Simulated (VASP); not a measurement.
A run of VASP 6.6.1 is set up as follows.

The input INCAR:

```
SYSTEM = Nb
ALGO     = Normal         ! electronic algorithm
DIPOL    = 0.5 0.5 0.500
EDIFF    = 1E-6           ! SCF threshold, eV
ENCUT    = 520            ! plane-wave cutoff, eV
GGA      = CA             ! functional
IDIPOL   = 3            
ISIF     = 2              ! what is computed and relaxed
ISMEAR   = 1              ! smearing method
LASPH    = .TRUE.         ! aspherical terms in the spheres
LCHARG   = .FALSE.        ! write CHGCAR
LDIPOL   = .TRUE.       
LREAL    = .FALSE.        ! projectors in reciprocal space
LWAVE    = .FALSE.        ! write WAVECAR
NBANDS   = 104            ! bands
NELM     = 100            ! most SCF steps
PREC     = Accurate       ! precision mode
SIGMA    = 0.1            ! smearing width, eV
```

KPOINTS

```
k-points
0
G
  8 8 1
  0 0 0
```

Contents of POSCAR:

```
Nb
1.0
    4.5916297997      0.0000000000      0.0000000000
    2.2958148998      3.9764680513      0.0000000000
    0.0000000000      0.0000000000     28.1844126050
Nb
14
Direct
    0.6666666667      0.6666666667      0.2961259781
    0.0000000000      0.0000000000      0.3194927654
    0.3333333333      0.3333333333      0.3485336409
    0.6666666667      0.6666666667      0.3859461794
    0.0000000000      0.0000000000      0.4162660319
    0.3333333333      0.3333333333      0.4503412480
    0.6666666667      0.6666666667      0.4846965108
    0.0000000000      0.0000000000      0.5153035919
    0.3333333333      0.3333333333      0.5496588275
    0.6666666667      0.6666666667      0.5837339684
    0.0000000000      0.0000000000      0.6140541074
    0.3333333333      0.3333333333      0.6514661954
    0.6666666667      0.6666666667      0.6805069103
    0.0000000000      0.0000000000      0.7038740446
```

Potentials or basis: VASP PAW LDA potentials, release 64 (Nb_sv).

The run is started by

```bash
$ cat potpaw_LDA.64/Nb_sv/POTCAR > POTCAR
$ mpirun -np 1 vasp_std > vasp.out
```

**Question.** What does it give for the band gap on the k mesh?

**Answer.** Zero (bands 91 and 92 overlap by 0.25 eV).

**Question.** What does it give for the largest force?

**Answer.** 0.029 eV/Å.

Forces in eV/Å, atoms in the order of the input:
```
Nb   0.000  0.000 -0.029
Nb   0.000  0.000  0.001
Nb   0.000  0.000 -0.009
Nb   0.000  0.000  0.028
Nb   0.000  0.000 -0.010
Nb   0.000  0.000  0.011
Nb   0.000  0.000  0.025
Nb   0.000  0.000 -0.025
Nb   0.000  0.000 -0.011
Nb   0.000  0.000  0.010
Nb   0.000  0.000 -0.028
Nb   0.000  0.000  0.009
Nb   0.000  0.000 -0.001
Nb   0.000  0.000  0.029
```
